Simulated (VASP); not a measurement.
# Ho (P6_3/mmc) in VASP: a series of runs

The runs below take Ho through single point, with PBE.

Everything below comes from runs of VASP 6.6.1. Logs are shortened: lines on timing, memory, paths and dates and some standing lists are left out, and cuts for length are marked.

## (1) The cell of the first run

It takes space group P6_3/mmc (No. 194, hexagonal). Conventional cell: a = 3.610 Å, b = 3.610 Å, c = 5.838 Å, α = 90.00°, β = 90.00°, γ = 120.00°. Ho (site symmetry -6m2) has 12 Ho at 3.59 to 3.61 Å within 4.7 Å.

## (2) Single point, PBE, collinear spin, antiferromagnetic start (32.95 Å³/atom)

Contents of INCAR:

```
ALGO = Normal
EDIFF = 1E-6
ENCUT = 600
GGA = PE
GGA_COMPAT = False
ISIF = 2
ISMEAR = -1
ISPIN = 2
LASPH = True
LCHARG = True
LELF = True
LMAXMIX = 6
LORBIT = 11
LREAL = False
LVHAR = True
LWAVE = False
MAGMOM = 3.54 -3.54
NBANDS = 32
NELM = 200
PREC = Accurate
SIGMA = 0.05
```

Contents of KPOINTS:

```
k-points
0
Gamma
  13 13 7
```

Contents of POSCAR:

```
Ho
1.0
    3.6103180724      0.0000000000      0.0000000000
   -1.8051590362      3.1266271664      0.0000000000
    0.0000000000      0.0000000000      5.8376020754
Ho
2
Direct
    0.3333333333      0.6666666667      0.2500000000
    0.6666666667      0.3333333333      0.7500000000
```

Potentials or basis: VASP PAW PBE potentials, release 64 (Ho).

The run is started by

```sh
$ cat potpaw_PBE.64/Ho/POTCAR > POTCAR
$ mpirun -np 1 vasp_std > vasp.out
```

OUTCAR:

```text
EDIFF = 1E-6
   ENCUT = 600
   GGA = PE
   ISIF = 2
   ISMEAR = -1
   ISPIN = 2
   LASPH = True
   LORBIT = 11
   LREAL = False
   NELM = 200
   PREC = Accurate

 ion  position               nearest neighbor table
   1  0.333  0.667  0.250-   2 3.59   2 3.59   2 3.59   2 3.59   2 3.59   2 3.59
   2  0.667  0.333  0.750-   1 3.59   1 3.59   1 3.59   1 3.59   1 3.59   1 3.59

  LATTYP: Found a hexagonal cell.
 ALAT       =     3.6103180724
 C/A-ratio  =     1.6169218219

  Lattice vectors:

 A1 = (   3.6103180724,   0.0000000000,   0.0000000000)
 A2 = (  -1.8051590362,   3.1266271664,   0.0000000000)
 A3 = (   0.0000000000,   0.0000000000,   5.8376020754)

Analysis of symmetry for initial positions (statically):
=====================================================================
 Subroutine PRICEL returns:
 Original cell was already a primitive cell.

 Routine SETGRP: Setting up the symmetry group for a
 hexagonal supercell.

 Subroutine GETGRP returns: Found 24 space group operations
 (whereof 12 operations were pure point group operations)
 out of a pool of 24 trial point group operations.

The static configuration has the point symmetry D_3d.
 The point group associated with its full space group is D_6h.

Analysis of symmetry for dynamics (positions and initial velocities):
=====================================================================
 Subroutine PRICEL returns:
 Original cell was already a primitive cell.

 Routine SETGRP: Setting up the symmetry group for a
 hexagonal supercell.

 Subroutine GETGRP returns: Found 24 space group operations
 (whereof 12 operations were pure point group operations)
 out of a pool of 24 trial point group operations.

The dynamic configuration has the point symmetry D_3d.
 The point group associated with its full space group is D_6h.

Analysis of structural, dynamic, and magnetic symmetry:
=====================================================================
 Subroutine PRICEL returns:
 Original cell was already a primitive cell.

 Routine SETGRP: Setting up the symmetry group for a
 hexagonal supercell.

 Subroutine GETGRP returns: Found 24 space group operations
 (whereof 12 operations were pure point group operations)
 out of a pool of 24 trial point group operations.

The overall configuration has the point symmetry D_3d.
 The point group associated with its full space group is D_6h.

 Subroutine INISYM returns: Found 24 space group operations
 (whereof 12 operations are pure point group operations),
 and found     1 'primitive' translations

----------------------------------------------------------------------------------------

                                     Primitive cell

  volume of cell :      65.8955

  direct lattice vectors                    reciprocal lattice vectors
     3.610318072  0.000000000  0.000000000     0.276983906  0.159916732  0.000000000
    -1.805159036  3.126627166  0.000000000     0.000000000  0.319833465  0.000000000
     0.000000000  0.000000000  5.837602075     0.000000000  0.000000000  0.171303214

  length of vectors
     3.610318072  3.610318072  5.837602075     0.319833465  0.319833465  0.171303214

  position of ions in fractional coordinates (direct lattice)
     0.333333333  0.666666667  0.250000000
     0.666666667  0.333333333  0.750000000

  ion indices of the primitive-cell ions
   primitive index   ion index
                 1           1
                 2           2

----------------------------------------------------------------------------------------

 KPOINTS: k-points

Automatic generation of k-mesh.
 Grid dimensions read from file:
 generate k-points for:   13   13    7

 Generating k-lattice:

  Cartesian coordinates                     Fractional coordinates (reciprocal lattice)
     0.021306454  0.012301287  0.000000000     0.076923077  0.000000000  0.000000000
     0.000000000  0.024602574  0.000000000     0.000000000  0.076923077  0.000000000
     0.000000000  0.000000000  0.024471888     0.000000000  0.000000000  0.142857143

  Length of vectors
     0.024602574  0.024602574  0.024471888

  Shift w.r.t. Gamma in fractional coordinates (k-lattice)
     0.000000000  0.000000000  0.000000000

 Subroutine IBZKPT returns following result:
 ===========================================

 Found     84 irreducible k-points:

 Following reciprocal coordinates:
            Coordinates               Weight
  0.000000  0.000000  0.000000      1.000000
  0.076923  0.000000  0.000000      6.000000
  0.153846  0.000000  0.000000      6.000000
  0.230769  0.000000  0.000000      6.000000
  0.307692  0.000000  0.000000      6.000000
  0.384615  0.000000  0.000000      6.000000
[... 16 lines left out ...]
  0.076923  0.000000  0.142857     12.000000
  0.153846  0.000000  0.142857     12.000000
 [... further k-points ...]
   k-points           NKPTS =     84   k-points in BZ     NKDIM =     84   number of bands    NBANDS=     32
   number of dos      NEDOS =    301   number of ions     NIONS =      2
   total plane-waves  NPLWV =  43200
   dimension x,y,z NGX =    30 NGY =   30 NGZ =   48
   dimension x,y,z NGXF=    60 NGYF=   60 NGZF=   96
   ions per type =               2
   NGX,Y,Z   is equivalent  to a cutoff of  13.81, 13.81, 13.67 a.u.
   NGXF,Y,Z  is equivalent  to a cutoff of  27.63, 27.63, 27.34 a.u.
 SYSTEM =  unknown system
   PREC   = accura    normal or accurate (medium, high low for compatibility)
   ISTART =      0    job   : 0-new  1-cont  2-samecut
   ICHARG =      2    charge: 1-file 2-atom 10-const
   ISPIN  =      2    spin polarized calculation?
   LNONCOLLINEAR =      F non collinear calculations
   LSORBIT =      F    spin-orbit coupling
   LASPH  =      T    aspherical Exc in radial PAW
   ENCUT  =  600.0 eV  44.10 Ry    6.64 a.u.   7.21  7.21 11.66*2*pi/ulx,y,z
   NELM   =    200;   NELMIN=  2; NELMDL= -5     # of ELM steps
   EDIFF  = 0.1E-05   stopping-criterion for ELM
   LREAL  =      F    real-space projection
   EDIFFG = 0.1E-04   stopping-criterion for IOM
   NSW    =      0    number of steps for IOM
   IBRION =     -1    ionic relax: 0-MD 1-quasi-New 2-CG
   NFREE  =      0    steps in history (QN), initial steepest desc. (CG)
   ISIF   =      2    stress and relaxation
   ISYM   =      2    0-nonsym 1-usesym 2-fastsym
   POTIM  = 0.5000    time-step for ionic-motion
   TEBEG  =    0.0;   TEEND  =   0.0 temperature during run
   PSTRESS=    0.0 pullay stress
   NELECT =      42.0000    total number of electrons
   NUPDOWN=      -1.0000    fix difference up-down
   EMIN   =  10.00;   EMAX   =-10.00  energy-range for DOS
   EFERMI =   0.00;   METHOD = LEGACY
   ISMEAR =    -1;   SIGMA  =   0.05  broadening in eV -4-tet -1-fermi 0-gaus
   EFERMI_NEDOS =   21; number of points for ismear=-14 and -15
   IALGO  =     38    algorithm
   IMIX   =      4    mixing-type and parameters
     AMIX     =   0.40;   BMIX     =  1.00
     AMIX_MAG =   1.60;   BMIX_MAG =  1.00
  volume/ion in A,a.u.               =      32.95       222.34
  Fermi-wavevector in a.u.,A,eV,Ry     =   1.408875  2.662388 27.006610  1.984930
  Thomas-Fermi vector in A             =   2.530989
   LORBIT       =     11    0 simple, 1 ext, 2 COOP (PROOUT), +10 PAW based schemes
   GGA     = PE    functional components
   LHFCALC =     F    Hartree Fock is set to
   AEXX    =    0.0000 exact exchange contribution
   IVDW    =     0    specifies the selected vdW correction
   LEPSILON=     F    determine dielectric tensor
   LRPA    =     F    only Hartree local field effects (RPA)
 spin polarized calculation
  energy-cutoff  :      600.00
  volume of cell :       65.90
 maximum number of plane-waves:      2219
 NGX is ok and might be reduce to    30
   NGX = 15   NGY = 15   NGZ = 23

 number of electron      42.0000023 magnetization      -0.0000000

 number of electron      42.0000023 magnetization       0.0000000

 Free energy of the ion-electron system (eV)
  ---------------------------------------------------
  ext. energy  EPLUGINS =         0.00000000
  ---------------------------------------------------
  free energy    TOTEN  =       -13.04529550 eV

  energy without entropy =      -12.95595158  energy(sigma->0) =      -13.00062354

 E-fermi :   2.3994     XC(G=0):  -9.8840

 val. band max:        2.3991678045   @ k =   0.3077   0.2308   0.1429
 cond. band min:       2.4022169422   @ k =   0.3846   0.1538   0.1429
 fundamental gap:      0.0030491377
 Fermi energy:         2.3993626809

 spin component 1

 k-point     1 :       0.0000    0.0000    0.0000
  band No.  band energies     occupation
      1     -45.7765      1.00000
      2     -44.2045      1.00000
      3     -20.9911      1.00000
      4     -20.5138      1.00000
      5     -20.5138      1.00000
      6     -19.6971      1.00000
[... 24 lines left out ...]
     31       6.1555      0.00000
     32       6.1555      0.00000
[... 774 lines left out ...]
      2     -44.1984      1.00000
      3     -20.9566      1.00000
      4     -20.6088      1.00000
      5     -20.5358      1.00000
      6     -19.7088      1.00000
[... 24 lines left out ...]
     31       6.0996      0.00000
     32       6.2317      0.00000

 [... further k-points ...]

 spin component 2

 k-point     1 :       0.0000    0.0000    0.0000
  band No.  band energies     occupation
      1     -45.7765      1.00000
      2     -44.2045      1.00000
      3     -20.9911      1.00000
      4     -20.5138      1.00000
      5     -20.5138      1.00000
      6     -19.6971      1.00000
[... 24 lines left out ...]
     31       6.1555      0.00000
     32       6.1555      0.00000
[... 774 lines left out ...]
      2     -44.1984      1.00000
      3     -20.9566      1.00000
      4     -20.6088      1.00000
      5     -20.5358      1.00000
      6     -19.7088      1.00000
[... 24 lines left out ...]
     31       6.0996      0.00000
     32       6.2317      0.00000

 [... further k-points ...]
[... 5 lines left out ...]
  --------------------------------------------------------------------------------------
  -------------------------------------------------------------------------------------
  Total        0.4076663      0.4076663      0.3928580      0.0000000      0.0000000     -0.0000000
  in kB        9.9119557      9.9119557      9.5519082      0.0000000      0.0000000     -0.0000000
  external PRESSURE =       9.7919399 kB  Pullay stress =       0.0000000 kB

 VOLUME and BASIS-vectors are now :
 -----------------------------------------------------------------------------
  energy-cutoff  :      600.00
  volume of cell :       65.90
      direct lattice vectors                 reciprocal lattice vectors
     3.610318072  0.000000000  0.000000000     0.276983906  0.159916732  0.000000000
    -1.805159036  3.126627166  0.000000000     0.000000000  0.319833465  0.000000000
     0.000000000  0.000000000  5.837602075     0.000000000  0.000000000  0.171303214

 POSITION                                       TOTAL-FORCE (eV/Angst)
 -----------------------------------------------------------------------------------
     -0.00000      2.08442      1.45940        -0.000000      0.000000      0.000000
      1.80516      1.04221      4.37820         0.000000     -0.000000      0.000000
 -----------------------------------------------------------------------------------
    total drift:                                0.000000     -0.000000      0.000000

  FREE ENERGIE OF THE ION-ELECTRON SYSTEM (eV)
  ---------------------------------------------------
  free  energy   TOTEN  =       -13.0452955026 eV

  energy  without entropy=      -12.9559515817  energy(sigma->0) =      -13.00062354

 total charge

# of ion       s       p       d       f       tot
--------------------------------------------------
    1        2.121   5.707   0.386  10.340  18.555
    2        2.121   5.707   0.386  10.340  18.555
--------------------------------------------------
tot          4.241  11.415   0.772  20.681  37.109

 magnetization (x)

# of ion       s       p       d       f       tot
--------------------------------------------------
    1        0.007  -0.025   0.042   3.441   3.464
    2       -0.007   0.025  -0.042  -3.441  -3.464
--------------------------------------------------
tot          0.000   0.000   0.000  -0.000  -0.000
```

Wall time 12 min (1 thread of Intel Xeon Platinum 8488C (Sapphire Rapids), shared host); peak memory 0.46 GiB.

What came out:

```yaml
Free_energy: -13.0453 eV
Pressure: 1.0 GPa
Band_gap_on_the_k_mesh: zero (filled and empty bands overlap)
Net_moment: 0.00 μB per cell
Site_moments: Ho +3.46, -3.46 μB
Valence_electrons_inside_the_program's_atomic_spheres: Ho 18.55
```

Caveat: the magnetic or orbital state may not be the lowest; the antiferromagnetic order is the one typed at the start, and another may lie lower; spin-orbit coupling is left out, which moves the levels of the heavy elements; semilocal functionals describe open f shells poorly, which spoils levels, moments and volumes. The state reached can hang on the start; a lower one may exist.

## (3) Single point, PBE, collinear spin, antiferromagnetic start

This run uses another cell than the first one, of 34.32 Å³/atom.

Contents of INCAR:

```
SYSTEM = Ho
ALGO = Normal
EDIFF = 1E-6
ENCUT = 600
GGA = PE
GGA_COMPAT = .FALSE.
ISIF = 2
ISMEAR = -1
ISPIN = 2
LASPH = .TRUE.
LCHARG = .FALSE.
LMAXMIX = 6
LORBIT = 11
LREAL = .FALSE.
LWAVE = .FALSE.
MAGMOM = 3.533 -3.533
NBANDS = 32
NELM = 200
PREC = Accurate
SIGMA = 0.05
```

Contents of KPOINTS:

```
k-points
0
G
  13 13 7
  0 0 0
```

Contents of POSCAR:

```
Ho
1.0
    3.6597806308      0.0000000000      0.0000000000
   -1.8298903154      3.1694629985      0.0000000000
    0.0000000000      0.0000000000      5.9175791654
Ho
2
Direct
    0.3333333333      0.6666666667      0.2500000000
    0.6666666667      0.3333333333      0.7500000000
```

Potentials or basis: VASP PAW PBE potentials, release 64 (Ho).

The run is started by

```sh
$ cat potpaw_PBE.64/Ho/POTCAR > POTCAR
$ mpirun -np 1 vasp_std > vasp.out
```

OUTCAR:

```text
SYSTEM = Ho
   EDIFF = 1E-6
   ENCUT = 600
   GGA = PE
   ISIF = 2
   ISMEAR = -1
   ISPIN = 2
   LASPH = .TRUE.
   LORBIT = 11
   LREAL = .FALSE.
   NELM = 200
   PREC = Accurate

 ion  position               nearest neighbor table
   1  0.333  0.667  0.250-   2 3.64   2 3.64   2 3.64   2 3.64   2 3.64   2 3.64
   2  0.667  0.333  0.750-   1 3.64   1 3.64   1 3.64   1 3.64   1 3.64   1 3.64

  LATTYP: Found a hexagonal cell.
 ALAT       =     3.6597806308
 C/A-ratio  =     1.6169218219

  Lattice vectors:

 A1 = (   3.6597806308,   0.0000000000,   0.0000000000)
 A2 = (  -1.8298903154,   3.1694629985,   0.0000000000)
 A3 = (   0.0000000000,   0.0000000000,   5.9175791654)

Analysis of symmetry for initial positions (statically):
=====================================================================
 Subroutine PRICEL returns:
 Original cell was already a primitive cell.

 Routine SETGRP: Setting up the symmetry group for a
 hexagonal supercell.

[... 1035 lines left out ...]

 spin component 2

 k-point     1 :       0.0000    0.0000    0.0000
  band No.  band energies     occupation
      1     -45.9655      1.00000
      2     -44.3974      1.00000
      3     -21.1630      1.00000
      4     -20.7309      1.00000
      5     -20.7309      1.00000
      6     -19.9030      1.00000
[... 829 lines left out ...]
     31       5.8515      0.00000
     32       5.9850      0.00000

 [... further k-points ...]
[... 5 lines left out ...]
  --------------------------------------------------------------------------------------
  -------------------------------------------------------------------------------------
  Total       -0.0852052     -0.0852052     -0.0517579      0.0000000     -0.0000000      0.0000000
  in kB       -1.9888031     -1.9888031     -1.2080994      0.0000000     -0.0000000      0.0000000
  external PRESSURE =      -1.7285685 kB  Pullay stress =       0.0000000 kB

 VOLUME and BASIS-vectors are now :
 -----------------------------------------------------------------------------
  energy-cutoff  :      600.00
  volume of cell :       68.64
      direct lattice vectors                 reciprocal lattice vectors
     3.659780631  0.000000000  0.000000000     0.273240421  0.157755431  0.000000000
    -1.829890315  3.169462998  0.000000000     0.000000000  0.315510861  0.000000000
     0.000000000  0.000000000  5.917579165     0.000000000  0.000000000  0.168988022

 POSITION                                       TOTAL-FORCE (eV/Angst)
 -----------------------------------------------------------------------------------
     -0.00000      2.11298      1.47939         0.000000      0.000000      0.000000
      1.82989      1.05649      4.43818        -0.000000      0.000000      0.000000
 -----------------------------------------------------------------------------------
    total drift:                                0.000000     -0.000000      0.000000

  FREE ENERGIE OF THE ION-ELECTRON SYSTEM (eV)
  ---------------------------------------------------
  free  energy   TOTEN  =       -13.0544841556 eV

  energy  without entropy=      -12.9628220906  energy(sigma->0) =      -13.00865312

 total charge

# of ion       s       p       d       f       tot
--------------------------------------------------
    1        2.118   5.708   0.364  10.352  18.542
    2        2.118   5.708   0.364  10.352  18.542
--------------------------------------------------
tot          4.236  11.417   0.728  20.704  37.084

 magnetization (x)

# of ion       s       p       d       f       tot
--------------------------------------------------
    1        0.007  -0.025   0.040   3.432   3.454
    2       -0.007   0.025  -0.040  -3.432  -3.454
--------------------------------------------------
tot          0.000   0.000   0.000   0.000   0.000
```

stdout:

```text
POSCAR found type information on POSCAR Ho
 POSCAR found :  1 types and       2 ions
 scaLAPACK will be used
 LDA part: xc-table for (Slater+PW92), standard interpolation
 POSCAR, INCAR and KPOINTS ok, starting setup
 FFT: planning ... GRIDC
 FFT: planning ... GRID_SOFT
 FFT: planning ... GRID
 WAVECAR not read
 entering main loop
```

It took 7.1 min on 1 thread of Intel Xeon 6975P-C (Granite Rapids), shared host; peak memory 0.48 GiB.

Results:

| Quantity | Value |
| --- | --- |
| Free energy | -13.0545 eV |
| Pressure | -0.2 GPa |
| Band gap on the k mesh | zero (filled and empty bands overlap) |
| Net moment | 0.00 μB per cell |
| Site moments | Ho +3.45, -3.45 μB |
| Valence electrons inside the program's atomic spheres | Ho 18.54 |

Stress tensor (GPa, compression positive):
```
-0.20  0.00  0.00
 0.00 -0.20  0.00
 0.00  0.00 -0.12
```

Levels at points of the mesh, in eV from the Fermi level:
Spin up:
```csv
k point,band 18,band 19,band 20,band 21,band 22,band 23,band 24,band 25
"(0.00, 0.00, 0.00)",-0.79,-0.39,-0.12,-0.12,0.71,0.71,0.83,1.12
```
Spin down:
```
           k point  band 19  band 20  band 21  band 22  band 23  band 24
(0.00, 0.00, 0.00)    -0.39    -0.12    -0.12     0.71     0.71     0.83
```

Caveat: the magnetic or orbital state may not be the lowest; the antiferromagnetic order is the one typed at the start, and another may lie lower; spin-orbit coupling is left out, which moves the levels of the heavy elements; semilocal functionals describe open f shells poorly, which spoils levels, moments and volumes.
